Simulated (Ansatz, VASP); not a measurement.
# Nb16H in VASP and in Ansatz

```xyz
17
Lattice="6.6000 0.0000 0.0000 0.0000 6.6000 0.0000 0.0000 0.0000 6.6000" Properties=species:S:1:pos:R:3 pbc="T T T"
Nb   -0.0023    0.0101    0.0016
Nb    3.2988    0.0101    0.0016
Nb   -0.0030    3.3145    0.0016
Nb    0.0408   -0.0388    3.3016
Nb    1.6482    1.6369    1.6522
Nb    3.2996    3.3144    0.0016
Nb    3.2555   -0.0389    3.3016
Nb    4.9482    1.6859    1.6090
Nb    0.0047    3.2982    3.3016
Nb    1.6482    4.9327    1.6530
Nb    1.6482    1.6370    4.9510
Nb    3.2918    3.2982    3.3016
Nb    4.9482    4.9488    1.6450
Nb    4.9483    1.6860    4.9944
Nb    1.6482    4.9327    4.9501
Nb    4.9482    4.9488    4.9582
H     4.9479    0.8233    3.3018
```

Alike in both runs: functional PBEsol; k mesh 3 × 3 × 3; occupations gaussian, width 0.1 eV; no spin polarisation.

Ansatz relaxed the structure, and its values are those at the end. VASP's run is a single point on that final structure, the one shown.

```csv
,VASP,Ansatz
version,VASP 6.6.1,Ansatz 0.2.0
potentials or method,"VASP PAW PBE potentials, release 64 (Nb_sv, H), cutoff 520 eV","scalar-relativistic, plane waves, PAW"
valence electrons in the cell,209,209
```

```tsv
	VASP	Ansatz	Ansatz less VASP
rms of the force components (eV/Å)	0.003	0.003	+0.0003
```

VASP's potentials were made for PBE, not for PBEsol.
